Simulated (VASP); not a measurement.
# CuI (Cmcm) in VASP: notebook

The runs below take CuI through single point, with LDA.

Everything below comes from runs of VASP 6.6.1. Logs are shortened: lines on timing, memory, paths and dates and some standing lists are left out, and cuts for length are marked.

### 1 The cell of the first run

It takes space group Cmcm (No. 63, orthorhombic). Conventional cell: a = 7.242 Å, b = 7.200 Å, c = 4.307 Å, α = 90.00°, β = 90.00°, γ = 90.00°. Within 3.2 Å of Cu (site symmetry m2m) lie 2 Cu at 2.44 Å and 3 I at 2.52 to 2.55 Å. I (site symmetry m2m) has 3 Cu at 2.52 to 2.55 Å within 3.3 Å.

### 2 Single point, LDA (equal xx and yy strain of -3 %)

File INCAR:

```
SYSTEM = CuI
  ALGO = Normal
  EDIFF = 1E-6
  ENCUT = 520
  GGA = CA
  ISIF = 2
  ISMEAR = -1
  LASPH = .TRUE.
  LCHARG = .FALSE.
  LREAL = .FALSE.
  LWAVE = .FALSE.
  NBANDS = 26
  NELM = 60
  PREC = Accurate
  SIGMA = 0.02
```

File KPOINTS:

```
k-points
0
G
  5 5 6
  0 0 0
```

File POSCAR:

```
CuI
1.0
    3.6211725623     -3.5997537789      0.0000000000
    3.6211725623      3.5997537789      0.0000000000
    0.0000000000      0.0000000000      4.3069976700
Cu I
2 2
Direct
    0.4204388300      0.5795611700      0.7500000000
    0.5795611700      0.4204388300      0.2500000000
    0.7700426800      0.2299573200      0.7500000000
    0.2299573200      0.7700426800      0.2500000000
```

Potentials or basis: VASP PAW LDA potentials, release 64 (Cu, I).

On the command line:

```console
cat potpaw_LDA.64/Cu/POTCAR potpaw_LDA.64/I/POTCAR > POTCAR
mpirun -np 1 vasp_std > vasp.out
```

OUTCAR:

```text
SYSTEM = CuI
   EDIFF = 1E-6
   ENCUT = 520
   GGA = CA
   ISIF = 2
   ISMEAR = -1
   LASPH = .TRUE.
   LREAL = .FALSE.
   NELM = 60
   PREC = Accurate

 ion  position               nearest neighbor table
   1  0.420  0.580  0.750-   2 2.44   2 2.44   3 2.52   4 2.55   4 2.55
   2  0.580  0.420  0.250-   1 2.44   1 2.44   4 2.52   3 2.55   3 2.55
   3  0.770  0.230  0.750-   1 2.52   2 2.55   2 2.55
   4  0.230  0.770  0.250-   2 2.52   1 2.55   1 2.55

  LATTYP: Found a base centered orthorhombic cell.
 ALAT       =     7.1995075578
 B/A-ratio  =     1.0059500690
 C/A-ratio  =     0.5982350370

  Lattice vectors:

 A1 = (  -3.6211725623,  -3.5997537789,   0.0000000000)
 A2 = (   3.6211725623,  -3.5997537789,   0.0000000000)
 A3 = (   0.0000000000,   0.0000000000,   4.3069976700)

Analysis of symmetry for initial positions (statically):
=====================================================================
 Subroutine PRICEL returns:
 Original cell was already a primitive cell.

 Routine SETGRP: Setting up the symmetry group for a
 base centered orthorhombic supercell.

 Subroutine GETGRP returns: Found  8 space group operations
 (whereof  4 operations were pure point group operations)
 out of a pool of  8 trial point group operations.

The static configuration has the point symmetry C_2h.
 The point group associated with its full space group is D_2h.

Analysis of symmetry for dynamics (positions and initial velocities):
=====================================================================
 Subroutine PRICEL returns:
 Original cell was already a primitive cell.

 Routine SETGRP: Setting up the symmetry group for a
 base centered orthorhombic supercell.

 Subroutine GETGRP returns: Found  8 space group operations
 (whereof  4 operations were pure point group operations)
 out of a pool of  8 trial point group operations.

The dynamic configuration has the point symmetry C_2h.
 The point group associated with its full space group is D_2h.

 Subroutine INISYM returns: Found  8 space group operations
 (whereof  4 operations are pure point group operations),
 and found     1 'primitive' translations

----------------------------------------------------------------------------------------

                                     Primitive cell

  volume of cell :     112.2863

  direct lattice vectors                    reciprocal lattice vectors
     3.621172562 -3.599753779  0.000000000     0.138076822 -0.138898389  0.000000000
     3.621172562  3.599753779  0.000000000     0.138076822  0.138898389  0.000000000
     0.000000000  0.000000000  4.306997670     0.000000000  0.000000000  0.232180297

  length of vectors
     5.105988444  5.105988444  4.306997670     0.195851912  0.195851912  0.232180297

  position of ions in fractional coordinates (direct lattice)
     0.420438830  0.579561170  0.750000000
     0.579561170  0.420438830  0.250000000
     0.770042680  0.229957320  0.750000000
     0.229957320  0.770042680  0.250000000

  ion indices of the primitive-cell ions
   primitive index   ion index
                 1           1
                 2           2
                 3           3
                 4           4

----------------------------------------------------------------------------------------

 KPOINTS: k-points

Automatic generation of k-mesh.
 Grid dimensions read from file:
 generate k-points for:    5    5    6

 Generating k-lattice:

  Cartesian coordinates                     Fractional coordinates (reciprocal lattice)
     0.027615364 -0.027779678  0.000000000     0.200000000  0.000000000  0.000000000
     0.027615364  0.027779678  0.000000000     0.000000000  0.200000000  0.000000000
     0.000000000  0.000000000  0.038696716     0.000000000  0.000000000  0.166666667

  Length of vectors
     0.039170382  0.039170382  0.038696716

  Shift w.r.t. Gamma in fractional coordinates (k-lattice)
     0.000000000  0.000000000  0.000000000

 Subroutine IBZKPT returns following result:
 ===========================================

 Found     36 irreducible k-points:

 Following reciprocal coordinates:
            Coordinates               Weight
  0.000000  0.000000  0.000000      1.000000
  0.200000  0.000000  0.000000      4.000000
  0.400000 -0.000000  0.000000      4.000000
  0.200000  0.200000  0.000000      2.000000
  0.400000  0.200000  0.000000      4.000000
 -0.400000  0.200000  0.000000      4.000000
[... 16 lines left out ...]
  0.400000  0.200000  0.333333      8.000000
 -0.400000  0.200000  0.333333      8.000000
 [... further k-points ...]
   k-points           NKPTS =     36   k-points in BZ     NKDIM =     36   number of bands    NBANDS=     26
   number of dos      NEDOS =    301   number of ions     NIONS =      4
   total plane-waves  NPLWV =  51200
   dimension x,y,z NGX =    40 NGY =   40 NGZ =   32
   dimension x,y,z NGXF=    80 NGYF=   80 NGZF=   64
   ions per type =               2   2
   NGX,Y,Z   is equivalent  to a cutoff of  13.02, 13.02, 12.35 a.u.
   NGXF,Y,Z  is equivalent  to a cutoff of  26.05, 26.05, 24.70 a.u.
 SYSTEM =  CuI
   PREC   = accura    normal or accurate (medium, high low for compatibility)
   ISTART =      0    job   : 0-new  1-cont  2-samecut
   ICHARG =      2    charge: 1-file 2-atom 10-const
   ISPIN  =      1    spin polarized calculation?
   LNONCOLLINEAR =      F non collinear calculations
   LSORBIT =      F    spin-orbit coupling
   LASPH  =      T    aspherical Exc in radial PAW
   ENCUT  =  520.0 eV  38.22 Ry    6.18 a.u.   9.49  9.49  8.01*2*pi/ulx,y,z
   NELM   =     60;   NELMIN=  2; NELMDL= -5     # of ELM steps
   EDIFF  = 0.1E-05   stopping-criterion for ELM
   LREAL  =      F    real-space projection
   EDIFFG = 0.1E-04   stopping-criterion for IOM
   NSW    =      0    number of steps for IOM
   IBRION =     -1    ionic relax: 0-MD 1-quasi-New 2-CG
   NFREE  =      0    steps in history (QN), initial steepest desc. (CG)
   ISIF   =      2    stress and relaxation
   ISYM   =      2    0-nonsym 1-usesym 2-fastsym
   POTIM  = 0.5000    time-step for ionic-motion
   TEBEG  =    0.0;   TEEND  =   0.0 temperature during run
   PSTRESS=    0.0 pullay stress
   NELECT =      36.0000    total number of electrons
   NUPDOWN=      -1.0000    fix difference up-down
   EMIN   =  10.00;   EMAX   =-10.00  energy-range for DOS
   EFERMI =   0.00;   METHOD = LEGACY
   ISMEAR =    -1;   SIGMA  =   0.02  broadening in eV -4-tet -1-fermi 0-gaus
   EFERMI_NEDOS =   21; number of points for ismear=-14 and -15
   IALGO  =     38    algorithm
   IMIX   =      4    mixing-type and parameters
     AMIX     =   0.40;   BMIX     =  1.00
     AMIX_MAG =   1.60;   BMIX_MAG =  1.00
  volume/ion in A,a.u.               =      28.07       189.44
  Fermi-wavevector in a.u.,A,eV,Ry     =   1.120470  2.117381 17.081466  1.255452
  Thomas-Fermi vector in A             =   2.257116
   LORBIT       =      0    0 simple, 1 ext, 2 COOP (PROOUT), +10 PAW based schemes
   GGA     = CA    functional components
   LHFCALC =     F    Hartree Fock is set to
   AEXX    =    0.0000 exact exchange contribution
   IVDW    =     0    specifies the selected vdW correction
   LEPSILON=     F    determine dielectric tensor
   LRPA    =     F    only Hartree local field effects (RPA)
 non-spin polarized calculation
  energy-cutoff  :      520.00
  volume of cell :      112.29
 maximum number of plane-waves:      3046
 NGX is ok and might be reduce to    40
   NGX = 19   NGY = 19   NGZ = 17

 number of electron      36.0000017 magnetization

 Free energy of the ion-electron system (eV)
  ---------------------------------------------------
  ext. energy  EPLUGINS =         0.00000000
  ---------------------------------------------------
  free energy    TOTEN  =       -13.57331485 eV

  energy without entropy =      -13.57331485  energy(sigma->0) =      -13.57331485

 E-fermi :   4.6083     XC(G=0):  -9.2582

 val. band max:        4.2156783383   @ k =   0.0000   0.0000   0.0000
 cond. band min:       5.2345017425   @ k =   0.0000   0.0000   0.0000
 fundamental gap:      1.0188234043
 Fermi energy:         4.6082944585

 k-point     1 :       0.0000    0.0000    0.0000
  band No.  band energies     occupation
      1      -9.8909      2.00000
      2      -8.9979      2.00000
      3      -1.5224      2.00000
      4      -0.2144      2.00000
      5      -0.0424      2.00000
      6       0.0355      2.00000
[... 18 lines left out ...]
     25      12.1880      0.00000
     26      12.5946      0.00000

 k-point     2 :       0.2000    0.0000    0.0000
  band No.  band energies     occupation
      1      -9.8084      2.00000
      2      -9.0811      2.00000
      3      -1.4508      2.00000
      4      -0.3846      2.00000
      5      -0.1698      2.00000
      6       0.1106      2.00000
[... 18 lines left out ...]
     25      12.1865      0.00000
     26      12.2185      0.00000

 k-point     3 :       0.4000   -0.0000    0.0000
  band No.  band energies     occupation
      1      -9.5943      2.00000
      2      -9.2969      2.00000
      3      -1.2156      2.00000
      4      -0.7914      2.00000
      5      -0.2715      2.00000
      6       0.3230      2.00000
[... 18 lines left out ...]
     25      11.5036      0.00000
     26      11.6256      0.00000

 k-point     4 :       0.2000    0.2000    0.0000
  band No.  band energies     occupation
      1      -9.7643      2.00000
      2      -9.1047      2.00000
      3      -1.7407      2.00000
      4      -0.2139      2.00000
      5      -0.1199      2.00000
      6       0.2492      2.00000
[... 18 lines left out ...]
     25      11.0720      0.00000
     26      12.0375      0.00000
[... 496 lines left out ...]
      1      -9.4501      2.00000
      2      -9.1028      2.00000
      3      -1.4956      2.00000
      4      -1.0386      2.00000
      5      -0.5707      2.00000
      6      -0.0634      2.00000
[... 18 lines left out ...]
     25      11.1366      0.00000
     26      11.3344      0.00000

 k-point    23 :       0.4000    0.2000    0.3333
  band No.  band energies     occupation
      1      -9.3482      2.00000
      2      -9.1681      2.00000
      3      -1.7054      2.00000
      4      -1.1197      2.00000
      5      -0.4474      2.00000
      6       0.0520      2.00000
[... 18 lines left out ...]
     25      11.2519      0.00000
     26      11.7767      0.00000

 k-point    24 :      -0.4000    0.2000    0.3333
  band No.  band energies     occupation
      1      -9.2987      2.00000
      2      -9.2190      2.00000
      3      -1.7925      2.00000
      4      -1.2486      2.00000
      5      -0.1380      2.00000
      6       0.1747      2.00000
[... 18 lines left out ...]
     25      11.7659      0.00000
     26      12.3359      0.00000

 [... further k-points ...]

------------------------ aborting loop because EDIFF is reached ----------------------------------------

  FORCE on cell =-STRESS in cart. coord.  units (eV):
  Direction    XX          YY          ZZ          XY          YZ          ZX
  --------------------------------------------------------------------------------------
  -------------------------------------------------------------------------------------
  Total       -0.7457739     -0.0987003     -1.7433969      0.0000000     -0.0000000      0.0000000
  in kB      -10.6412128     -1.4083238    -24.8759807      0.0000000     -0.0000000      0.0000000
  external PRESSURE =     -12.3085057 kB  Pullay stress =       0.0000000 kB

 VOLUME and BASIS-vectors are now :
 -----------------------------------------------------------------------------
  energy-cutoff  :      520.00
  volume of cell :      112.29
      direct lattice vectors                 reciprocal lattice vectors
     3.621172562 -3.599753779  0.000000000     0.138076822 -0.138898389  0.000000000
     3.621172562  3.599753779  0.000000000     0.138076822  0.138898389  0.000000000
     0.000000000  0.000000000  4.306997670     0.000000000  0.000000000  0.232180297

 POSITION                                       TOTAL-FORCE (eV/Angst)
 -----------------------------------------------------------------------------------
      3.62117      0.57280      3.23025         0.000000      0.140293      0.000000
      3.62117     -0.57280      1.07675         0.000000     -0.140293     -0.000000
      3.62117     -1.94417      3.23025         0.000000     -0.169850     -0.000000
      3.62117      1.94417      1.07675         0.000000      0.169850     -0.000000
 -----------------------------------------------------------------------------------
    total drift:                                0.000000     -0.000000      0.000000

  FREE ENERGIE OF THE ION-ELECTRON SYSTEM (eV)
  ---------------------------------------------------
  free  energy   TOTEN  =       -13.5733148451 eV

  energy  without entropy=      -13.5733148450  energy(sigma->0) =      -13.57331485
```

It took 3.2 min on 1 thread of Intel Xeon Platinum 8259CL at 2.50GHz (Skylake/Cascade Lake), shared host; peak memory 0.24 GiB.

What came out:

* Free energy: -13.5733 eV
* Pressure: -1.2 GPa
* Largest force: 0.170 eV/Å
* Band gap on the k mesh: 1.02 eV

Forces on the atoms (eV/Å):
```
Cu   0.000  0.140  0.000
Cu   0.000 -0.140  0.000
I    0.000 -0.170  0.000
I    0.000  0.170  0.000
```

Caveat: the cell differs from its parent crystal (equal xx and yy strain of -3 %); spin-orbit coupling is left out, which moves the levels of the heavy elements.

(Part 1 of 2 ends here.)
